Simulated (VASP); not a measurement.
# In in VASP: relaxation of the atoms with PBE

Aim: the relaxation of the atoms of In with PBE.

Everything below comes from runs of VASP 6.6.1. Logs are shortened: lines on timing, memory, paths and dates and some standing lists are left out, and cuts for length are marked.

## Step 1: The cell of the first run

The cell holds a slab with vacuum, 4 atoms: a = 3.335 Å, b = 3.335 Å, c = 23.264 Å, α = 90.00°, β = 90.00°, γ = 120.00°.

## Step 2: Relaxation of the atoms, PBE

INCAR

```
SYSTEM = In
PREC     = Accurate       ! precision mode
ENCUT    = 520            ! plane-wave cutoff, eV
EDIFF    = 1E-6           ! SCF threshold, eV
ISMEAR   = -1             ! smearing method
SIGMA    = 0.05           ! smearing width, eV
LREAL    = .FALSE.        ! projectors in reciprocal space
LASPH    = .TRUE.         ! aspherical terms in the spheres
NELM     = 100            ! most SCF steps
ALGO     = Normal         ! electronic algorithm
ISIF     = 2              ! what is computed and relaxed
LWAVE    = .FALSE.        ! write WAVECAR
LCHARG   = .FALSE.        ! write CHGCAR
GGA      = PE             ! functional
IBRION   = 2              ! ionic algorithm
NSW      = 80             ! ionic steps
EDIFFG   = -0.02          ! ionic threshold
```

KPOINTS

```
regular mesh
0
G
  9 9 1
  0 0 0
```

POSCAR

```
In
1.0
    3.3354847820      0.0000000000      0.0000000000
   -1.6677423910      2.8886145552      0.0000000000
    0.0000000000      0.0000000000     23.2637143800
In
4
Direct
    0.6666666700      0.3333333400      0.3223904780
    0.3333333300      0.6666666600      0.4407968260
    0.6666666700      0.3333333400      0.5592031740
    0.3333333300      0.6666666600      0.6776095220
```

Potentials or basis: VASP PAW PBE potentials, release 64 (In_d).

Launch:

```
$ cat potpaw_PBE.64/In_d/POTCAR > POTCAR
$ mpirun -np 1 vasp_std > vasp.out
```

OUTCAR:

```text
SYSTEM = In
   PREC = Accurate
   ENCUT = 520
   EDIFF = 1E-6
   ISMEAR = -1
   LREAL = .FALSE.
   LASPH = .TRUE.
   NELM = 100
   ISIF = 2
   GGA = PE
   IBRION = 2
   NSW = 80
   EDIFFG = -0.02

 ion  position               nearest neighbor table
   1  0.667  0.333  0.322-   2 3.36   2 3.36   2 3.36
   2  0.333  0.667  0.441-   3 3.36   3 3.36   1 3.36   1 3.36   3 3.36   1 3.36
   3  0.667  0.333  0.559-   2 3.36   2 3.36   4 3.36   4 3.36   2 3.36   4 3.36
   4  0.333  0.667  0.678-   3 3.36   3 3.36   3 3.36

  LATTYP: Found a hexagonal cell.
 ALAT       =     3.3354847820
 C/A-ratio  =     6.9746126577

  Lattice vectors:

 A1 = (   3.3354847820,   0.0000000000,   0.0000000000)
 A2 = (  -1.6677423910,   2.8886145552,   0.0000000000)
 A3 = (   0.0000000000,   0.0000000000,  23.2637143800)

Analysis of symmetry for initial positions (statically):
=====================================================================
 Subroutine PRICEL returns:
 Original cell was already a primitive cell.

 Routine SETGRP: Setting up the symmetry group for a
 hexagonal supercell.

 Subroutine GETGRP returns: Found 12 space group operations
 (whereof 12 operations were pure point group operations)
 out of a pool of 24 trial point group operations.

The static configuration has the point symmetry D_3d.

Analysis of symmetry for dynamics (positions and initial velocities):
=====================================================================
 Subroutine PRICEL returns:
 Original cell was already a primitive cell.

 Routine SETGRP: Setting up the symmetry group for a
 hexagonal supercell.

 Subroutine GETGRP returns: Found 12 space group operations
 (whereof 12 operations were pure point group operations)
 out of a pool of 24 trial point group operations.

The dynamic configuration has the point symmetry D_3d.

 Subroutine INISYM returns: Found 12 space group operations
 (whereof 12 operations are pure point group operations),
 and found     1 'primitive' translations

----------------------------------------------------------------------------------------

                                     Primitive cell

  volume of cell :     224.1443

  direct lattice vectors                    reciprocal lattice vectors
     3.335484782  0.000000000  0.000000000     0.299806495  0.173093360  0.000000000
    -1.667742391  2.888614555  0.000000000     0.000000000  0.346186721  0.000000000
     0.000000000  0.000000000 23.263714380     0.000000000  0.000000000  0.042985397

  length of vectors
     3.335484782  3.335484782 23.263714380     0.346186721  0.346186721  0.042985397

  position of ions in fractional coordinates (direct lattice)
     0.666666670  0.333333340  0.322390478
     0.333333330  0.666666660  0.440796826
     0.666666670  0.333333340  0.559203174
     0.333333330  0.666666660  0.677609522

  ion indices of the primitive-cell ions
   primitive index   ion index
                 1           1
                 2           2
                 3           3
                 4           4

----------------------------------------------------------------------------------------

 KPOINTS: regular mesh

Automatic generation of k-mesh.
 Grid dimensions read from file:
 generate k-points for:    9    9    1

 Generating k-lattice:

  Cartesian coordinates                     Fractional coordinates (reciprocal lattice)
     0.033311833  0.019232596  0.000000000     0.111111111 -0.000000000  0.000000000
     0.000000000  0.038465191  0.000000000     0.000000000  0.111111111  0.000000000
     0.000000000  0.000000000  0.042985397     0.000000000  0.000000000  1.000000000

  Length of vectors
     0.038465191  0.038465191  0.042985397

  Shift w.r.t. Gamma in fractional coordinates (k-lattice)
     0.000000000  0.000000000  0.000000000

 Subroutine IBZKPT returns following result:
 ===========================================

 Found     12 irreducible k-points:

 Following reciprocal coordinates:
            Coordinates               Weight
  0.000000  0.000000  0.000000      1.000000
  0.111111 -0.000000  0.000000      6.000000
  0.222222 -0.000000  0.000000      6.000000
  0.333333 -0.000000  0.000000      6.000000
  0.444444 -0.000000  0.000000      6.000000
  0.111111  0.111111  0.000000      6.000000
  0.222222  0.111111  0.000000     12.000000
  0.333333  0.111111  0.000000     12.000000
  0.444444  0.111111  0.000000      6.000000
  0.222222  0.222222  0.000000      6.000000
  0.333333  0.222222  0.000000     12.000000
  0.333333  0.333333  0.000000      2.000000
   k-points           NKPTS =     12   k-points in BZ     NKDIM =     12   number of bands    NBANDS=     31
   number of dos      NEDOS =    301   number of ions     NIONS =      4
   total plane-waves  NPLWV = 141120
   dimension x,y,z NGX =    28 NGY =   28 NGZ =  180
   dimension x,y,z NGXF=    56 NGYF=   56 NGZF=  360
   ions per type =               4
   NGX,Y,Z   is equivalent  to a cutoff of  13.96, 13.96, 12.86 a.u.
   NGXF,Y,Z  is equivalent  to a cutoff of  27.91, 27.91, 25.73 a.u.
 SYSTEM =  In
   PREC   = accura    normal or accurate (medium, high low for compatibility)
   ISTART =      0    job   : 0-new  1-cont  2-samecut
   ICHARG =      2    charge: 1-file 2-atom 10-const
   ISPIN  =      1    spin polarized calculation?
   LNONCOLLINEAR =      F non collinear calculations
   LSORBIT =      F    spin-orbit coupling
   LASPH  =      T    aspherical Exc in radial PAW
   ENCUT  =  520.0 eV  38.22 Ry    6.18 a.u.   6.20  6.20 43.26*2*pi/ulx,y,z
   NELM   =    100;   NELMIN=  2; NELMDL= -5     # of ELM steps
   EDIFF  = 0.1E-05   stopping-criterion for ELM
   LREAL  =      F    real-space projection
   EDIFFG = -.2E-01   stopping-criterion for IOM
   NSW    =     80    number of steps for IOM
   IBRION =      2    ionic relax: 0-MD 1-quasi-New 2-CG
   NFREE  =      1    steps in history (QN), initial steepest desc. (CG)
   ISIF   =      2    stress and relaxation
   ISYM   =      2    0-nonsym 1-usesym 2-fastsym
   POTIM  = 0.5000    time-step for ionic-motion
   TEBEG  =    0.0;   TEEND  =   0.0 temperature during run
   PSTRESS=    0.0 pullay stress
   NELECT =      52.0000    total number of electrons
   NUPDOWN=      -1.0000    fix difference up-down
   EMIN   =  10.00;   EMAX   =-10.00  energy-range for DOS
   EFERMI =   0.00;   METHOD = LEGACY
   ISMEAR =    -1;   SIGMA  =   0.05  broadening in eV -4-tet -1-fermi 0-gaus
   EFERMI_NEDOS =   21; number of points for ismear=-14 and -15
   IALGO  =     38    algorithm
   IMIX   =      4    mixing-type and parameters
     AMIX     =   0.40;   BMIX     =  1.00
     AMIX_MAG =   1.60;   BMIX_MAG =  1.00
  volume/ion in A,a.u.               =      56.04       378.15
  Fermi-wavevector in a.u.,A,eV,Ry     =   1.005928  1.900928 13.767605  1.011890
  Thomas-Fermi vector in A             =   2.138638
   LORBIT       =      0    0 simple, 1 ext, 2 COOP (PROOUT), +10 PAW based schemes
   GGA     = PE    functional components
   LHFCALC =     F    Hartree Fock is set to
   AEXX    =    0.0000 exact exchange contribution
   IVDW    =     0    specifies the selected vdW correction
   LEPSILON=     F    determine dielectric tensor
   LRPA    =     F    only Hartree local field effects (RPA)
 conjugate gradient relaxation of ions
 non-spin polarized calculation
  energy-cutoff  :      520.00
  volume of cell :      224.14
 maximum number of plane-waves:      6072
 NGX is ok and might be reduce to    28
   NGX = 13   NGY = 13   NGZ = 87

--------------------------------------- Ionic step        1  -------------------------------------------

 number of electron      52.0000005 magnetization

 Free energy of the ion-electron system (eV)
  ---------------------------------------------------
  ext. energy  EPLUGINS =         0.00000000
  ---------------------------------------------------
  free energy    TOTEN  =        -9.87164484 eV

  energy without entropy =       -9.85561366  energy(sigma->0) =       -9.86362925

------------------------ aborting loop because EDIFF is reached ----------------------------------------

  FORCE on cell =-STRESS in cart. coord.  units (eV):
  Direction    XX          YY          ZZ          XY          YZ          ZX
  --------------------------------------------------------------------------------------
  -------------------------------------------------------------------------------------
  Total        0.0242566      0.0242566      0.6339348      0.0000000      0.0000000      0.0000000
  in kB        0.1733859      0.1733859      4.5313497      0.0000000      0.0000000      0.0000000
  external PRESSURE =       1.6260405 kB  Pullay stress =       0.0000000 kB
[... 95 lines left out ...]
  FREE ENERGIE OF THE ION-ELECTRON SYSTEM (eV)
  ---------------------------------------------------
  free  energy   TOTEN  =        -9.8756818847 eV

  energy  without entropy=       -9.8600393821  energy(sigma->0) =       -9.86786063

[... ionic steps 4 to 7 ...]

--------------------------------------- Ionic step        8  -------------------------------------------

 number of electron      52.0000008 magnetization

------------------------ aborting loop because EDIFF is reached ----------------------------------------

  FORCE on cell =-STRESS in cart. coord.  units (eV):
  Direction    XX          YY          ZZ          XY          YZ          ZX
  --------------------------------------------------------------------------------------
  -------------------------------------------------------------------------------------
  Total       -0.4274237     -0.4274237      0.3291437      0.0000000     -0.0000000      0.0000000
  in kB       -3.0552133     -3.0552133      2.3527106      0.0000000     -0.0000000      0.0000000
  external PRESSURE =      -1.2525720 kB  Pullay stress =       0.0000000 kB
[... 61 lines left out ...]
  energy  without entropy=       -9.8751555724  energy(sigma->0) =       -9.88019087

--------------------------------------- Ionic step       10  -------------------------------------------

 number of electron      52.0000004 magnetization

 Free energy of the ion-electron system (eV)
  ---------------------------------------------------
  ext. energy  EPLUGINS =         0.00000000
  ---------------------------------------------------
  free energy    TOTEN  =        -9.88549469 eV

  energy without entropy =       -9.87574051  energy(sigma->0) =       -9.88061760

 E-fermi :   1.6071     XC(G=0):  -5.5667

 val. band max:        1.3951367476   @ k =   0.3333  -0.0000   0.0000
 cond. band min:       1.6779923692   @ k =   0.2222   0.2222   0.0000
 fundamental gap:      0.2828556216
 Fermi energy:         1.6071273487

 k-point     1 :       0.0000    0.0000    0.0000
  band No.  band energies     occupation
      1     -13.1566      2.00000
      2     -13.1495      2.00000
      3     -13.1407      2.00000
      4     -13.1295      2.00000
      5     -13.0926      2.00000
      6     -13.0926      2.00000
[... 428 lines left out ...]
  FREE ENERGIE OF THE ION-ELECTRON SYSTEM (eV)
  ---------------------------------------------------
  free  energy   TOTEN  =        -9.8854946872 eV

  energy  without entropy=       -9.8757405098  energy(sigma->0) =       -9.88061760

 reached required accuracy - stopping structural energy minimisation
```

Run time: 18 min. Hardware: 1 thread of Intel Xeon Platinum 8375C at 2.90GHz (Ice Lake), shared host; peak memory 0.39 GiB.

Results:

```yaml
Free_energy: -9.8855 eV
Energy_gained_by_relaxing: 3.5 meV/atom
Ionic_steps: 10
Largest_force_after_relaxing: 0.017 eV/Å
Band_gap_on_the_k_mesh: zero (bands 26 and 27 overlap by 1.97 eV)
```

Forces in eV/Å, atoms in the order of the input:
```
In   0.000  0.000  0.007
In   0.000  0.000 -0.017
In   0.000  0.000  0.017
In   0.000  0.000 -0.007
```

Step by step:
```
step  energy change (eV)  largest force (eV/Å)  pressure (GPa)
   1              0.0000                0.1132            0.16
   2             -0.0019                0.0944            0.17
   3             -0.0040                0.0669            0.11
   4             -0.0035                0.1233            0.07
   5             -0.0046                0.0493            0.09
   6             -0.0053                0.0483            0.08
   7             -0.0074                0.0486            0.02
   8             -0.0112                0.0413           -0.13
   9             -0.0136                0.0208           -0.35
  10             -0.0138                0.0168           -0.30
```

Final structure:
```xyz
4
Lattice="3.3355 0.0000 0.0000 -1.6677 2.8886 0.0000 0.0000 0.0000 23.2637" Properties=species:S:1:pos:R:3 pbc="T T T"
In    1.6677    0.9629    7.3759
In    0.0000    1.9257   10.2263
In    1.6677    0.9629   13.0374
In    0.0000    1.9257   15.8878
```

Caveat: there is no dipole correction, which matters where the two faces differ; spin-orbit coupling is left out, which moves the levels of the heavy elements.

The gap in the log of VASP goes by the Fermi energy; the results here count the filled bands.